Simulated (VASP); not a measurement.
Crystal: Si.

```
Si
1.0
     2.19950   -4.13611    0.00000
     2.19950    4.13611    0.00000
     0.00000    0.00000    7.08560
Si
6
Direct
  0.50000 0.50000 0.75000
  0.50000 0.50000 0.25000
  0.31750 0.10500 0.50000
  0.68250 0.89500 0.50000
  0.10500 0.31750 0.00000
  0.89500 0.68250 0.00000
```

| Property | Result |
| --- | --- |
| Program | VASP 6.6.1 |
| Task | relaxation of cell and atoms |
| Functional | PBE |
| Dispersion | D4 |
| Potentials or basis | VASP PAW PBE potentials, release 64 (Si) |
| Cutoff | 600 eV |
| k mesh | 10 × 10 × 6 |
| Occupations | gaussian, width 0.1 eV |
| Spin | no spin polarisation |

At the start: pressure -2.0 GPa; volume 21.49 Å³/atom.

**Question.** How do energy, volume and symmetry change on relaxing?

**Answer.** Over 11 steps the energy falls by 13.7 meV/atom and the volume is 20.32 Å³/atom (-5.4 %); space group Cccm (No. 66, to 0.1 Å) before and after.

The path:
```csv
step,energy change (eV),largest force (eV/Å),pressure (GPa),volume (Å³)
1,0.0000,0.1158,-1.99,128.92
2,-0.0341,0.2691,0.57,124.01
3,-0.0342,0.2580,0.41,124.30
4,-0.0555,0.1296,0.34,123.29
5,-0.0635,0.0742,0.32,122.18
6,-0.0782,0.0860,-0.07,122.24
7,-0.0788,0.1246,-0.16,122.25
8,-0.0821,0.0532,0.12,121.81
9,-0.0821,0.0504,0.14,121.78
10,-0.0822,0.0396,-0.16,122.10
11,-0.0824,0.0032,-0.03,121.95
```

Final structure:
```yaml
crystal:
  lattice:
    - [2.07060, -4.20520, 0.00000]
    - [2.07060, 4.20520, 0.00000]
    - [0.00000, 0.00000, 7.00262]
  atoms:
    - { symbol: Si, position: [0.50000, 0.50000, 0.75000] }
    - { symbol: Si, position: [0.50000, 0.50000, 0.25000] }
    - { symbol: Si, position: [0.31293, 0.09118, 0.50000] }
    - { symbol: Si, position: [0.68707, 0.90882, 0.50000] }
    - { symbol: Si, position: [0.09118, 0.31293, 0.00000] }
    - { symbol: Si, position: [0.90882, 0.68707, 0.00000] }
```
